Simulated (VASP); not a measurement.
Write the native input for VASP 6.6.1 that does the following.

- Task: single point
- Functional: LDA
- Potentials or basis: VASP PAW LDA potentials, release 64 (Al, N)
- Cutoff: 520 eV
- k mesh: 10 × 10 × 10
- Occupations: gaussian, width 0.05 eV
- Spin: no spin polarisation
- Dipole correction: no
- Further INCAR settings: ALGO = Normal; EDIFF = 1e-06; NBANDS = 11

The structure of AlN lies in POSCAR:

```
AlN
1.0
    0.0000000000      2.1839935596      2.1839935596
    2.1839935596      0.0000000000      2.1839935596
    2.1839935596      2.1839935596      0.0000000000
Al N
1 1
Direct
    0.0297399711      0.0297399711      0.0297399711
    0.7500000000      0.7500000000      0.7500000000
```

This cell differs from its parent crystal: all Al atoms moved -0.225 Å, as atom 1 towards its neighbour atom 2 (N) at 1.891 Å.

The input as run:

INCAR

```
PREC = Accurate ; ENCUT = 520
EDIFF = 1E-6 ; ISMEAR = 0
SIGMA = 0.05 ; LREAL = False
LASPH = True ; NELM = 60
ALGO = Normal ; ISIF = 2
LWAVE = False ; LCHARG = True
GGA = CA ; LELF = True
LVHAR = True ; NBANDS = 11
```

KPOINTS

```
regular mesh
0
Gamma
  10 10 10
```

Potentials or basis: VASP PAW LDA potentials, release 64 (Al, N).

Command:

```bash
$ cat potpaw_LDA.64/Al/POTCAR potpaw_LDA.64/N/POTCAR > POTCAR
$ mpirun -np 1 vasp_std > vasp.out
```

It gave:

* Pressure: 1.3 GPa
* Largest force: 1.837 eV/Å
* Band gap on the k mesh: 2.57 eV, indirect (least direct gap 3.47 eV)

Caveat: the cell differs from its parent crystal (all Al atoms moved -0.225 Å, as atom 1 towards its neighbour atom 2 (N) at 1.891 Å); forces of over 1 eV/Å act on the atoms, so gaps and moduli don't describe the material at rest.

It took 52 s on 1 thread of AMD EPYC 7R13, on a shared host, peak memory 0.11 GiB.
